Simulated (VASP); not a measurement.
# Zn3CdTe4 (P-43m) in VASP: relaxation of cell and atoms with PBE

Aim: the relaxation of cell and atoms of Zn3CdTe4 with PBE.

Program: VASP 6.6.1. These are calculated values, not measurements. Logs are shortened: lines on timing, memory, paths and dates and some standing lists are left out, and cuts for length are marked.

## 1. The cell of the first run

The structure is cubic, space group P-43m (No. 215). The conventional cell has a = 6.288 Å, b = 6.288 Å, c = 6.288 Å, α = 90.00°, β = 90.00°, γ = 90.00°. Within 3.5 Å of Zn (site symmetry -42m) lie 4 Te at 2.69 Å. Cd (site symmetry -43m) has 4 Te at 2.82 Å within 3.7 Å. Within 3.5 Å of Te (site symmetry 3m) lie 3 Zn at 2.69 Å and 1 Cd at 2.82 Å.

## 2. Relaxation of cell and atoms, PBE

Contents of INCAR:

```
SYSTEM = Zn3CdTe4
  ALGO = Normal
  EDIFF = 1E-7
  EDIFFG = -0.01
  ENCUT = 600
  GGA = PE
  IBRION = 2
  ISIF = 3
  ISMEAR = 0
  LASPH = .TRUE.
  LCHARG = .FALSE.
  LREAL = .FALSE.
  LWAVE = .FALSE.
  NELM = 100
  NSW = 100
  PREC = Accurate
  SIGMA = 0.02
```

Contents of KPOINTS:

```
k-points
0
G
  4 4 4
  0 0 0
```

Contents of POSCAR:

```
Zn3CdTe4
1.0
    6.2875654000      0.0000000000      0.0000000000
    0.0000000000      6.2875654000      0.0000000000
    0.0000000000      0.0000000000      6.2875654000
Zn Cd Te
3 1 4
Direct
    0.5000000000      0.0000000000      0.0000000000
    0.0000000000      0.0000000000      0.5000000000
    0.0000000000      0.5000000000      0.0000000000
    0.5000000000      0.5000000000      0.5000000000
    0.7593390000      0.2406610000      0.7593390000
    0.7593390000      0.7593390000      0.2406610000
    0.2406610000      0.2406610000      0.2406610000
    0.2406610000      0.7593390000      0.7593390000
```

Potentials or basis: VASP PAW PBE potentials, release 64 (Zn, Cd, Te).

Launch:

```console
$ cat potpaw_PBE.64/Zn/POTCAR potpaw_PBE.64/Cd/POTCAR potpaw_PBE.64/Te/POTCAR > POTCAR
$ mpirun -np 1 vasp_std > vasp.out
```

OUTCAR:

```text
SYSTEM = Zn3CdTe4
   EDIFF = 1E-7
   EDIFFG = -0.01
   ENCUT = 600
   GGA = PE
   IBRION = 2
   ISIF = 3
   ISMEAR = 0
   LASPH = .TRUE.
   LREAL = .FALSE.
   NELM = 100
   NSW = 100
   PREC = Accurate

 ion  position               nearest neighbor table
   1  0.500  0.000  0.000-   5 2.69   6 2.69   7 2.69   8 2.69
   2  0.000  0.000  0.500-   5 2.69   6 2.69   7 2.69   8 2.69
   3  0.000  0.500  0.000-   5 2.69   6 2.69   7 2.69   8 2.69
   4  0.500  0.500  0.500-   5 2.82   6 2.82   7 2.82   8 2.82
   5  0.759  0.241  0.759-   1 2.69   2 2.69   3 2.69   4 2.82
   6  0.759  0.759  0.241-   1 2.69   2 2.69   3 2.69   4 2.82
   7  0.241  0.241  0.241-   1 2.69   2 2.69   3 2.69   4 2.82
   8  0.241  0.759  0.759-   1 2.69   2 2.69   3 2.69   4 2.82

  LATTYP: Found a simple cubic cell.
 ALAT       =     6.2875654000

  Lattice vectors:

 A1 = (   6.2875654000,   0.0000000000,   0.0000000000)
 A2 = (   0.0000000000,   6.2875654000,   0.0000000000)
 A3 = (   0.0000000000,   0.0000000000,   6.2875654000)

Analysis of symmetry for initial positions (statically):
=====================================================================
 Subroutine PRICEL returns:
 Original cell was already a primitive cell.

 Routine SETGRP: Setting up the symmetry group for a
 simple cubic supercell.

 Subroutine GETGRP returns: Found 24 space group operations
 (whereof 24 operations were pure point group operations)
 out of a pool of 48 trial point group operations.

The static configuration has the point symmetry T_d .

Analysis of symmetry for dynamics (positions and initial velocities):
=====================================================================
 Subroutine PRICEL returns:
 Original cell was already a primitive cell.

 Routine SETGRP: Setting up the symmetry group for a
 simple cubic supercell.

 Subroutine GETGRP returns: Found 24 space group operations
 (whereof 24 operations were pure point group operations)
 out of a pool of 48 trial point group operations.

The dynamic configuration has the point symmetry T_d .

 Subroutine INISYM returns: Found 24 space group operations
 (whereof 24 operations are pure point group operations),
 and found     1 'primitive' translations

----------------------------------------------------------------------------------------

                                     Primitive cell

  volume of cell :     248.5693

  direct lattice vectors                    reciprocal lattice vectors
     6.287565400  0.000000000  0.000000000     0.159044071  0.000000000  0.000000000
     0.000000000  6.287565400  0.000000000     0.000000000  0.159044071  0.000000000
     0.000000000  0.000000000  6.287565400     0.000000000  0.000000000  0.159044071

  length of vectors
     6.287565400  6.287565400  6.287565400     0.159044071  0.159044071  0.159044071

  position of ions in fractional coordinates (direct lattice)
     0.500000000  0.000000000  0.000000000
     0.000000000  0.000000000  0.500000000
     0.000000000  0.500000000  0.000000000
     0.500000000  0.500000000  0.500000000
     0.759339000  0.240661000  0.759339000
     0.759339000  0.759339000  0.240661000
     0.240661000  0.240661000  0.240661000
     0.240661000  0.759339000  0.759339000

  ion indices of the primitive-cell ions
   primitive index   ion index
                 1           1
                 2           2
                 3           3
                 4           4
                 5           5
                 6           6
                 7           7
                 8           8

[... 69 lines left out ...]
   EMIN   =  10.00;   EMAX   =-10.00  energy-range for DOS
   EFERMI =   0.00;   METHOD = LEGACY
   ISMEAR =     0;   SIGMA  =   0.02  broadening in eV -4-tet -1-fermi 0-gaus
   EFERMI_NEDOS =   21; number of points for ismear=-14 and -15
   IALGO  =     38    algorithm
   IMIX   =      4    mixing-type and parameters
     AMIX     =   0.40;   BMIX     =  1.00
     AMIX_MAG =   1.60;   BMIX_MAG =  1.00
  volume/ion in A,a.u.               =      31.07       209.68
  Fermi-wavevector in a.u.,A,eV,Ry     =   1.083186  2.046925 15.963614  1.173293
  Thomas-Fermi vector in A             =   2.219246
   LORBIT       =      0    0 simple, 1 ext, 2 COOP (PROOUT), +10 PAW based schemes
   GGA     = PE    functional components
   LHFCALC =     F    Hartree Fock is set to
   AEXX    =    0.0000 exact exchange contribution
   IVDW    =     0    specifies the selected vdW correction
   LEPSILON=     F    determine dielectric tensor
   LRPA    =     F    only Hartree local field effects (RPA)
 conjugate gradient relaxation of ions
 non-spin polarized calculation
 Gauss-broadening in eV      SIGMA  =   0.02
  energy-cutoff  :      600.00
  volume of cell :      248.57
 maximum number of plane-waves:      8340
   NGX = 25   NGY = 25   NGZ = 25

--------------------------------------- Ionic step        1  -------------------------------------------

 number of electron      72.0000083 magnetization

 Free energy of the ion-electron system (eV)
  ---------------------------------------------------
  ext. energy  EPLUGINS =         0.00000000
  ---------------------------------------------------
  free energy    TOTEN  =       -20.29157428 eV

  energy without entropy =      -20.29157428  energy(sigma->0) =      -20.29157428

------------------------ aborting loop because EDIFF is reached ----------------------------------------

  FORCE on cell =-STRESS in cart. coord.  units (eV):
  Direction    XX          YY          ZZ          XY          YZ          ZX
  --------------------------------------------------------------------------------------
  -------------------------------------------------------------------------------------
  Total        0.1703610      0.1703610      0.1703610      0.0000000      0.0000000     -0.0000000
  in kB        1.0980783      1.0980783      1.0980783      0.0000000      0.0000000     -0.0000000
  external PRESSURE =       1.0980783 kB  Pullay stress =       0.0000000 kB

 VOLUME and BASIS-vectors are now :
 -----------------------------------------------------------------------------
  energy-cutoff  :      600.00
  volume of cell :      248.57
      direct lattice vectors                 reciprocal lattice vectors
     6.287565400  0.000000000  0.000000000     0.159044071  0.000000000  0.000000000
     0.000000000  6.287565400  0.000000000     0.000000000  0.159044071  0.000000000
     0.000000000  0.000000000  6.287565400     0.000000000  0.000000000  0.159044071

 POSITION                                       TOTAL-FORCE (eV/Angst)
 -----------------------------------------------------------------------------------
      3.14378      0.00000      0.00000         0.000000     -0.000000      0.000000
      0.00000      0.00000      3.14378         0.000000      0.000000      0.000000
      0.00000      3.14378      0.00000         0.000000      0.000000      0.000000
      3.14378      3.14378      3.14378        -0.000000      0.000000      0.000000
      4.77439      1.51317      4.77439         0.010961     -0.010961      0.010961
      4.77439      4.77439      1.51317         0.010961      0.010961     -0.010961
      1.51317      1.51317      1.51317        -0.010961     -0.010961     -0.010961
      1.51317      4.77439      4.77439        -0.010961      0.010961      0.010961
 -----------------------------------------------------------------------------------
    total drift:                                0.000000      0.000000     -0.000000

  FREE ENERGIE OF THE ION-ELECTRON SYSTEM (eV)
  ---------------------------------------------------
  free  energy   TOTEN  =       -20.2915742774 eV

  energy  without entropy=      -20.2915742774  energy(sigma->0) =      -20.29157428

--------------------------------------- Ionic step        2  -------------------------------------------

 number of electron      72.0000079 magnetization

 Free energy of the ion-electron system (eV)
  ---------------------------------------------------
  ext. energy  EPLUGINS =         0.00000000
  ---------------------------------------------------
  free energy    TOTEN  =       -20.29183036 eV

  energy without entropy =      -20.29183036  energy(sigma->0) =      -20.29183036

 E-fermi :   2.6574     XC(G=0):  -8.6513

 val. band max:        2.5379550382   @ k =   0.0000   0.0000   0.0000
 cond. band min:       3.4109416717   @ k =   0.0000   0.0000   0.0000
 fundamental gap:      0.8729866335
 Fermi energy:         2.6573976830

 k-point     1 :       0.0000    0.0000    0.0000
  band No.  band energies     occupation
      1      -8.8087      2.00000
      2      -7.9011      2.00000
      3      -7.9011      2.00000
      4      -7.9011      2.00000
      5      -5.4581      2.00000
      6      -5.4581      2.00000
[... 449 lines left out ...]
     42       7.4890      0.00000
     43       7.4890      0.00000

------------------------ aborting loop because EDIFF is reached ----------------------------------------

  FORCE on cell =-STRESS in cart. coord.  units (eV):
  Direction    XX          YY          ZZ          XY          YZ          ZX
  --------------------------------------------------------------------------------------
  -------------------------------------------------------------------------------------
  Total       -0.0272730     -0.0272730     -0.0272730      0.0000000     -0.0000000      0.0000000
  in kB       -0.1752499     -0.1752499     -0.1752499      0.0000000     -0.0000000      0.0000000
  external PRESSURE =      -0.1752499 kB  Pullay stress =       0.0000000 kB

 VOLUME and BASIS-vectors are now :
 -----------------------------------------------------------------------------
  energy-cutoff  :      600.00
  volume of cell :      249.34
      direct lattice vectors                 reciprocal lattice vectors
     6.294024827  0.000000000 -0.000000000     0.158880848 -0.000000000 -0.000000000
     0.000000000  6.294024827  0.000000000    -0.000000000  0.158880848 -0.000000000
     0.000000000  0.000000000  6.294024827     0.000000000 -0.000000000  0.158880848

 POSITION                                       TOTAL-FORCE (eV/Angst)
 -----------------------------------------------------------------------------------
      3.14701      6.29402      0.00000        -0.000000      0.000000      0.000000
      0.00000      0.00000      3.14701        -0.000000     -0.000000      0.000000
      0.00000      3.14701      0.00000        -0.000000     -0.000000      0.000000
      3.14701      3.14701      3.14701        -0.000000     -0.000000      0.000000
      4.77983      1.51420      4.77983         0.005572     -0.005572      0.005572
      4.77983      4.77983      1.51420         0.005572      0.005572     -0.005572
      1.51420      1.51420      1.51420        -0.005572     -0.005572     -0.005572
      1.51420      4.77983      4.77983        -0.005572      0.005572      0.005572
 -----------------------------------------------------------------------------------
    total drift:                                0.000000      0.000000     -0.000000

  FREE ENERGIE OF THE ION-ELECTRON SYSTEM (eV)
  ---------------------------------------------------
  free  energy   TOTEN  =       -20.2918303559 eV

  energy  without entropy=      -20.2918303559  energy(sigma->0) =      -20.29183036

 reached required accuracy - stopping structural energy minimisation
```

Run time: 2.2 min. Hardware: 1 thread of Intel Xeon 6975P-C (Granite Rapids), shared host; peak memory 0.44 GiB.

Results:

| Property | Result |
| --- | --- |
| Free energy | -20.2918 eV |
| Relaxed volume | 31.17 Å³/atom |
| Relaxed cell | a = 6.294 Å, b = 6.294 Å, c = 6.294 Å, α = 90.00°, β = 90.00°, γ = 90.00° |
| Space group after relaxing (to 0.1 Å) | P-43m (No. 215) |
| Energy gained by relaxing | 0.0 meV/atom |
| Ionic steps | 2 |
| Pressure after relaxing | 0.0 GPa |
| Largest force after relaxing | 0.010 eV/Å |
| Band gap on the k mesh | 0.87 eV |

Forces on the atoms (eV/Å):
```
Zn   0.000  0.000  0.000
Zn   0.000  0.000  0.000
Zn   0.000  0.000  0.000
Cd   0.000  0.000  0.000
Te   0.006 -0.006  0.006
Te   0.006  0.006 -0.006
Te  -0.006 -0.006 -0.006
Te  -0.006  0.006  0.006
```

The path:
| step | energy change (eV) | largest force (eV/Å) | pressure (GPa) | volume (Å³) |
| --- | --- | --- | --- | --- |
| 1 | 0.0000 | 0.0190 | 0.11 | 248.57 |
| 2 | -0.0003 | 0.0097 | -0.02 | 249.34 |

Final structure:
```
Zn Cd Te
1.0
     6.29402    0.00000    0.00000
     0.00000    6.29402    0.00000
     0.00000    0.00000    6.29402
Zn Cd Te
3 1 4
Direct
  0.50000 0.00000 0.00000
  0.00000 0.00000 0.50000
  0.00000 0.50000 0.00000
  0.50000 0.50000 0.50000
  0.75942 0.24058 0.75942
  0.75942 0.75942 0.24058
  0.24058 0.24058 0.24058
  0.24058 0.75942 0.75942
```

Caveat: spin-orbit coupling is left out, which moves the levels of the heavy elements.
